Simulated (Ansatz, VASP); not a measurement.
# Cu: VASP beside Ansatz

```
CELL_PARAMETERS angstrom
0.00000 1.81518 1.81518
1.81518 0.00000 1.81518
1.81518 1.81518 0.00000
ATOMIC_POSITIONS crystal
Cu 0.00000 0.00000 0.00000
```

Alike in both runs: functional PBE; k mesh 18 × 18 × 18; occupations methfessel-paxton of order 1, width 0.1 eV; no spin polarisation.

Ansatz relaxed the structure, and its values are those at the end. VASP's run is a single point on that final structure, the one shown.

|  | VASP | Ansatz |
| --- | --- | --- |
| version | VASP 6.6.1 | Ansatz 0.2.0 |
| potentials or method | VASP PAW PBE potentials, release 64 (Cu), cutoff 520 eV | plane-wave PAW DFT |
| valence electrons in the cell | 11 | 19 |

VASP gave:

- pressure (GPa): 0.6

Task: What did Ansatz give for the same quantities?

Result: Pressure (GPa): 0.0.

VASP's potentials hold 11 valence electrons a cell and Ansatz's 19, so a difference there can come from the potentials and not from the codes.
